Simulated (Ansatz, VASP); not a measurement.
K2Si: VASP beside Ansatz

```xyz
6
Lattice="-2.8778 -4.9025 -0.0118 2.8547 1.6608 4.9238 -8.4688 4.8065 0.0037" Properties=species:S:1:pos:R:3 pbc="T T T"
K    -2.8428    1.5846    1.3084
K    -8.5061    1.5595    1.2954
K     0.0273    0.0283    3.6161
K    -5.6584   -0.0438    3.6163
Si   -5.6790   -0.0631   -0.0026
Si    0.0021    0.0158   -0.0062
```

Change from the starting cell: anti-cadmium chloride type (R-3m, No. 166); cell x2, atoms moved at random (sigma 0.1 Å) and cell strained at random (1.5 %), then relaxed without symmetry.

Alike in both runs: functional PBE; k mesh 6 × 6 × 4; occupations gaussian, width 0.1 eV; no spin polarisation.

Ansatz relaxed the structure, and its values are those at the end. VASP's run is a single point on that final structure, the one shown.

|  | VASP | Ansatz |
| --- | --- | --- |
| version | VASP 6.6.1 | Ansatz 0.2.0 |
| potentials or method | VASP PAW PBE potentials, release 64 (K_sv, Si), cutoff 520 eV | scalar-relativistic, plane waves, PAW |
| valence electrons in the cell | 44 | 44 |

|  | VASP | Ansatz | Ansatz less VASP |
| --- | --- | --- | --- |
| gap on the k mesh at the Fermi level (eV) | none | none | - |
| pressure (GPa) | 0.0 | 0.0 | 0.00 |

A gap of «none» marks a metal or a gap that the smearing closes.
